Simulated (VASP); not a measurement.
# Al (P6_3/mmc) in VASP: notebook, part 2 of 2

VASP 6.6.1. Earlier steps stand in the parts before.

## (5) Single point, PBEsol+D3(BJ) (volume 14.362 Å^3 an atom, c/a of the conventional cell 3.2820)

INCAR reads:

```
  PREC = Accurate
  ENCUT = 520
  EDIFF = 1E-6
  ISMEAR = 0
  SIGMA = 0.15
  LREAL = False
  LASPH = True
  NELM = 80
  ALGO = Normal
  ISIF = 2
  LWAVE = False
  LCHARG = False
  GGA = PS
  IVDW = 12
  NBANDS = 14
```

KPOINTS reads:

```
regular mesh
0
Gamma
  18 18 6
```

POSCAR reads:

```
Al
1.0
    2.7239811343      0.0000000000      0.0000000000
   -1.3619905671      2.3590368617      0.0000000000
    0.0000000000      0.0000000000      8.9399706124
Al
4
Direct
    0.0000000000      0.0000000000      0.0000000000
    0.3333333333      0.6666666667      0.2500000000
    0.0000000000      0.0000000000      0.5000000000
    0.6666666667      0.3333333333      0.7500000000
```

Potentials or basis: VASP PAW PBE potentials, release 64 (Al).

Started as:

```sh
$ cat potpaw_PBE.64/Al/POTCAR > POTCAR
$ mpirun -np 1 vasp_std > vasp.out
```

OUTCAR:

```text
PREC = Accurate
   ENCUT = 520
   EDIFF = 1E-6
   ISMEAR = 0
   LREAL = False
   LASPH = True
   NELM = 80
   ISIF = 2
   GGA = PS
   IVDW = 12
 IVDW          = 12

 ion  position               nearest neighbor table
   1  0.000  0.000  0.000-   2 2.73   4 2.73   2 2.73   4 2.73   4 2.73   2 2.73
   2  0.333  0.667  0.250-   1 2.73   3 2.73   1 2.73   3 2.73   1 2.73   3 2.73
   3  0.000  0.000  0.500-   2 2.73   4 2.73   2 2.73   4 2.73   4 2.73   2 2.73
   4  0.667  0.333  0.750-   1 2.73   3 2.73   1 2.73   3 2.73   1 2.73   3 2.73

  LATTYP: Found a hexagonal cell.
 ALAT       =     2.7239811343
 C/A-ratio  =     3.2819502675

  Lattice vectors:

 A1 = (   2.7239811343,   0.0000000000,   0.0000000000)
 A2 = (  -1.3619905671,   2.3590368617,   0.0000000000)
 A3 = (   0.0000000000,   0.0000000000,   8.9399706124)

Analysis of symmetry for initial positions (statically):
=====================================================================
 Subroutine PRICEL returns:
 Original cell was already a primitive cell.

 Routine SETGRP: Setting up the symmetry group for a
 hexagonal supercell.

 Subroutine GETGRP returns: Found 24 space group operations
 (whereof 12 operations were pure point group operations)
 out of a pool of 24 trial point group operations.

The static configuration has the point symmetry D_3d.
 The point group associated with its full space group is D_6h.

Analysis of symmetry for dynamics (positions and initial velocities):
=====================================================================
 Subroutine PRICEL returns:
 Original cell was already a primitive cell.

 Routine SETGRP: Setting up the symmetry group for a
 hexagonal supercell.

 Subroutine GETGRP returns: Found 24 space group operations
 (whereof 12 operations were pure point group operations)
 out of a pool of 24 trial point group operations.

The dynamic configuration has the point symmetry D_3d.
 The point group associated with its full space group is D_6h.

 Subroutine INISYM returns: Found 24 space group operations
 (whereof 12 operations are pure point group operations),
 and found     1 'primitive' translations

----------------------------------------------------------------------------------------

                                     Primitive cell

  volume of cell :      57.4480

  direct lattice vectors                    reciprocal lattice vectors
     2.723981134  0.000000000  0.000000000     0.367109738  0.211950906  0.000000000
    -1.361990567  2.359036862  0.000000000     0.000000000  0.423901812  0.000000000
     0.000000000  0.000000000  8.939970612     0.000000000  0.000000000  0.111857191

  length of vectors
     2.723981134  2.723981134  8.939970612     0.423901812  0.423901812  0.111857191

  position of ions in fractional coordinates (direct lattice)
     0.000000000  0.000000000  0.000000000
     0.333333333  0.666666667  0.250000000
     0.000000000  0.000000000  0.500000000
     0.666666667  0.333333333  0.750000000

  ion indices of the primitive-cell ions
   primitive index   ion index
                 1           1
                 2           2
                 3           3
[... 56 lines left out ...]
   number of dos      NEDOS =    301   number of ions     NIONS =      4
   total plane-waves  NPLWV =  28000
   dimension x,y,z NGX =    20 NGY =   20 NGZ =   70
   dimension x,y,z NGXF=    40 NGYF=   40 NGZF=  140
   ions per type =               4
   NGX,Y,Z   is equivalent  to a cutoff of  12.21, 12.21, 13.02 a.u.
   NGXF,Y,Z  is equivalent  to a cutoff of  24.41, 24.41, 26.03 a.u.
 SYSTEM =  unknown system
   PREC   = accura    normal or accurate (medium, high low for compatibility)
   ISTART =      0    job   : 0-new  1-cont  2-samecut
   ICHARG =      2    charge: 1-file 2-atom 10-const
   ISPIN  =      1    spin polarized calculation?
   LNONCOLLINEAR =      F non collinear calculations
   LSORBIT =      F    spin-orbit coupling
   LASPH  =      T    aspherical Exc in radial PAW
   ENCUT  =  520.0 eV  38.22 Ry    6.18 a.u.   5.06  5.06 16.62*2*pi/ulx,y,z
   NELM   =     80;   NELMIN=  2; NELMDL= -5     # of ELM steps
   EDIFF  = 0.1E-05   stopping-criterion for ELM
   LREAL  =      F    real-space projection
   EDIFFG = 0.1E-04   stopping-criterion for IOM
   NSW    =      0    number of steps for IOM
   IBRION =     -1    ionic relax: 0-MD 1-quasi-New 2-CG
   NFREE  =      0    steps in history (QN), initial steepest desc. (CG)
   ISIF   =      2    stress and relaxation
   ISYM   =      2    0-nonsym 1-usesym 2-fastsym
   POTIM  = 0.5000    time-step for ionic-motion
   TEBEG  =    0.0;   TEEND  =   0.0 temperature during run
   PSTRESS=    0.0 pullay stress
   NELECT =      12.0000    total number of electrons
   NUPDOWN=      -1.0000    fix difference up-down
   EMIN   =  10.00;   EMAX   =-10.00  energy-range for DOS
   EFERMI =   0.00;   METHOD = LEGACY
   ISMEAR =     0;   SIGMA  =   0.15  broadening in eV -4-tet -1-fermi 0-gaus
   EFERMI_NEDOS =   21; number of points for ismear=-14 and -15
   IALGO  =     38    algorithm
   IMIX   =      4    mixing-type and parameters
     AMIX     =   0.40;   BMIX     =  1.00
     AMIX_MAG =   1.60;   BMIX_MAG =  1.00
  volume/ion in A,a.u.               =      14.36        96.92
  Fermi-wavevector in a.u.,A,eV,Ry     =   0.971353  1.835590 12.837451  0.943526
  Thomas-Fermi vector in A             =   2.101563
   LORBIT       =      0    0 simple, 1 ext, 2 COOP (PROOUT), +10 PAW based schemes
   GGA     = PS    functional components
   LHFCALC =     F    Hartree Fock is set to
   AEXX    =    0.0000 exact exchange contribution
   IVDW    =    12    specifies the selected vdW correction
   LEPSILON=     F    determine dielectric tensor
   LRPA    =     F    only Hartree local field effects (RPA)
 non-spin polarized calculation
 Gauss-broadening in eV      SIGMA  =   0.15
  energy-cutoff  :      520.00
  volume of cell :       57.45
 maximum number of plane-waves:      1570
   NGX = 11   NGY = 11   NGZ = 33

 number of electron      12.0000000 magnetization

 Free energy of the ion-electron system (eV)
  ---------------------------------------------------
  ext. energy  EPLUGINS =         0.00000000
  ---------------------------------------------------
  free energy    TOTEN  =       -16.04683315 eV

  energy without entropy =      -16.02987204  energy(sigma->0) =      -16.03835260

 E-fermi :   9.4492     XC(G=0): -10.7746

 val. band max:        9.4360589695   @ k =   0.2222   0.1667   0.3333
 cond. band min:       9.4765014425   @ k =   0.3333   0.2778   0.0000
 fundamental gap:      0.0404424730
 Fermi energy:         9.4492194641

 k-point     1 :       0.0000    0.0000    0.0000
  band No.  band energies     occupation
      1      -2.6513      2.00000
      2      -0.8174      2.00000
      3      -0.8122      2.00000
      4       4.2848      2.00000
      5       4.8325      2.00000
      6      13.0905      0.00000
      7      13.1039      0.00000
      8      21.2917      0.00000
      9      21.2917      0.00000
     10      21.2964      0.00000
     11      21.2964      0.00000
     12      22.2184      0.00000
     13      22.2207      0.00000
     14      22.2671      0.00000
[... 377 lines left out ...]
      1       2.7170      2.00000
      2       4.4301      2.00000
      3       4.4402      2.00000
      4       5.4888      2.00000
      5       7.3063      2.00000
      6       7.3165      2.00000
      7       9.3741      1.52125
      8      10.1066      0.00000
      9      11.9315      0.00000
     10      12.0784      0.00000
     11      13.6844      0.00000
     12      14.1490      0.00000
     13      14.6438      0.00000
     14      18.1366      0.00000

 [... further k-points ...]

------------------------ aborting loop because EDIFF is reached ----------------------------------------

 Edisp (eV)   -1.46196

 E8    (eV) :    -0.9846

  FORCE on cell =-STRESS in cart. coord.  units (eV):
  Direction    XX          YY          ZZ          XY          YZ          ZX
  --------------------------------------------------------------------------------------
  -------------------------------------------------------------------------------------
  Total       3.28290     3.28290     3.23287     0.00000    -0.00000     0.00000
  in kB      91.55737    91.55737    90.16209     0.00000    -0.00000     0.00000
  external pressure =       91.09 kB  Pullay stress =        0.00 kB

 VOLUME and BASIS-vectors are now :
 -----------------------------------------------------------------------------
  energy-cutoff  :      520.00
  volume of cell :       57.45
      direct lattice vectors                 reciprocal lattice vectors
     2.723981134  0.000000000  0.000000000     0.367109738  0.211950906  0.000000000
    -1.361990567  2.359036862  0.000000000     0.000000000  0.423901812  0.000000000
     0.000000000  0.000000000  8.939970612     0.000000000  0.000000000  0.111857191

 POSITION                                       TOTAL-FORCE (eV/Angst)
 -----------------------------------------------------------------------------------
      0.00000      0.00000      0.00000         0.000000      0.000000      0.000000
     -0.00000      1.57269      2.23499        -0.000000     -0.000000     -0.000000
      0.00000      0.00000      4.46999         0.000000      0.000000      0.000000
      1.36199      0.78635      6.70498         0.000000      0.000000      0.000000
 -----------------------------------------------------------------------------------
    total drift:                               -0.000000      0.000000     -0.000000

  FREE ENERGIE OF THE ION-ELECTRON SYSTEM (eV)
  ---------------------------------------------------
  free  energy   TOTEN  =       -17.5087973305 eV

  energy  without entropy=      -17.4918362203  energy(sigma->0) =      -17.50031678
```

Run time: 33 s. Hardware: 1 thread of Intel Xeon 6975P-C (Granite Rapids), shared host; peak memory 0.23 GiB.

What came out:

| Item | Value |
| --- | --- |
| Free energy | -17.5088 eV |
| Pressure | 9.1 GPa |
| Band gap on the k mesh | zero (band 6 reaches 13.58 eV, above the bottom of band 7 at 7.83 eV) |
| Dispersion energy per atom | -0.365 eV |

Levels at points of the mesh, in eV from the Fermi level:
```tsv
k point	band 3	band 4	band 5	band 6	band 7	band 8	band 9	band 10
(0.00, 0.00, 0.00)	-10.26	-5.16	-4.62	3.64	3.65	11.84	11.84	11.85
(0.50, 0.00, 0.00)	-4.29	-4.28	-3.43	-3.43	0.80	1.16	1.58	1.93
(0.00, 0.00, 0.50)	-8.01	-8.01	-0.98	-0.98	8.86	8.86	12.09	12.09
(0.50, 0.00, 0.50)	-5.15	-5.15	-1.98	-1.98	-1.26	-1.26	4.88	4.88
```

Caveat: the PAW data sets were made with another functional, which shifts forces and pressure a little; pairwise dispersion overbinds metals, which lowers pressure and volume.

## (6) Overview

```csv
cell,gap on the mesh (eV),pressure (GPa)
"a = 2.798, b = 2.798, c = 8.475 Å, angles 90.0, 90.0, 120.0°, 4 atoms",none,10.0
"a = 2.652, b = 2.652, c = 9.431 Å, angles 90.0, 90.0, 120.0°, 4 atoms",none,10.3
"a = 2.761, b = 2.761, c = 8.704 Å, angles 90.0, 90.0, 120.0°, 4 atoms",none,9.3
"a = 2.724, b = 2.724, c = 8.940 Å, angles 90.0, 90.0, 120.0°, 4 atoms",none,9.1
```

Alike in all rows: task single point; level PBEsol+D3(BJ); potentials or basis VASP PAW PBE potentials, release 64 (Al); no spin polarisation; k mesh 18 × 18 × 6; cutoff (eV) 520; smearing gaussian 0.15 eV.

Caveats: the PAW data sets were made with another functional, which shifts forces and pressure a little; pairwise dispersion overbinds metals, which lowers pressure and volume.

Total energies depend on the potentials used, so only differences within one code and one set of settings carry meaning.
